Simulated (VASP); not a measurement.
Runs of VASP 6.6.1 on BN. Symmetry: P6_3/mmc, No. 194, hexagonal system. Conventional cell: a = 2.501 Å, b = 2.501 Å, c = 6.893 Å, α = 90.00°, β = 90.00°, γ = 120.00°. B (site symmetry -6m2) has 3 N at 1.44 Å within 1.9 Å. N (site symmetry -6m2) has 3 B at 1.44 Å within 1.9 Å. 

```csv
task,level,potentials or basis,k mesh,cutoff (eV),GW scheme,GW iterations,cutoff of the response function,frequency points,empty bands,gap on the mesh (eV),pressure (GPa)
single point,LDA,"VASP PAW LDA potentials, release 64 (B, N)",6 × 6 × 2,520,-,-,-,-,-,4.14,-3.4
single point,PBE,"VASP PAW PBE potentials, release 64 (B, N)",9 × 9 × 4,520,-,-,-,-,-,(a),3.9
single point,PBE,"VASP PAW PBE potentials, release 64 (B, N)",6 × 6 × 2,520,-,-,-,-,-,4.34,3.9
single point,HSE06,"VASP PAW PBE potentials, release 64 (B, N)",6 × 6 × 2,520,-,-,-,-,-,5.64,(b)
single point,r2SCAN,"VASP PAW PBE potentials, release 64 (B, N)",6 × 6 × 2,520,-,-,-,-,-,(c),0.4
```

Alike in all rows: no spin polarisation; cell as given; smearing gaussian 0.01 eV.

Q: Estimate the missing entries.

A: (a) 4.45; (b) -0.8; (c) 4.93.

Caveats: some runs use coarse meshes; this functional lacks dispersion, which binds the layers, so the pressure and a relaxed spacing across them are unreliable (some runs); the PAW data sets were made with another functional, which shifts forces and pressure a little (some runs).

A k mesh can miss the band edges.
